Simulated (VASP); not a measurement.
Crystal: VO2.

```
CELL_PARAMETERS angstrom
4.53000 0.00000 0.00000
0.00000 4.53000 0.00000
0.00000 0.00000 2.86900
ATOMIC_POSITIONS crystal
V 0.00000 0.00000 0.00000
V 0.50000 0.50000 0.50000
O 0.30500 0.30500 0.00000
O 0.19500 0.80500 0.50000
O 0.69500 0.69500 0.00000
O 0.80500 0.19500 0.50000
```

```yaml
Program: VASP 6.6.1
Task: relaxation of cell and atoms
Functional: PBE
Potentials_or_basis: VASP PAW PBE potentials, release 64 (V_sv, O)
Cutoff: 600 eV
k_mesh: 8 × 8 × 12
Occupations: gaussian, width 0.1 eV
Spin: collinear spin, ferromagnetic start
Starting_moments: "[0.91, 0.91, 0.0, 0.0, 0.0, 0.0] μB"
```

At the start: pressure 5.2 GPa; volume 9.81 Å³/atom.

Task: How do energy, volume and symmetry change on relaxing?

Result: Over 9 steps the energy falls by 10.7 meV/atom and the volume is 9.97 Å³/atom (+1.6 %); space group P4_2/mnm (No. 136, to 0.05 Å); moment 2.00 μB per cell.

Step by step:
```csv
step,energy change (eV),largest force (eV/Å),pressure (GPa),volume (Å³)
1,0.0000,0.6042,5.24,58.87
2,-0.0181,0.1028,-6.96,61.65
3,-0.0464,0.1813,-1.93,60.40
4,-0.0635,0.0387,-0.44,59.93
5,-0.0641,0.0048,-0.07,59.82
6,-0.0641,0.0083,-0.11,59.83
7,-0.0641,0.0101,0.05,59.79
8,-0.0641,0.0095,0.00,59.80
9,-0.0642,0.0028,-0.01,59.80
```

Final structure:
```
V O
1.0
     4.58675    0.00000    0.00000
     0.00000    4.58675    0.00000
     0.00000    0.00000    2.84237
V O
2 4
Direct
  0.00000 0.00000 0.00000
  0.50000 0.50000 0.50000
  0.29990 0.29990 0.00000
  0.20010 0.79990 0.50000
  0.70010 0.70010 0.00000
  0.79990 0.20010 0.50000
```
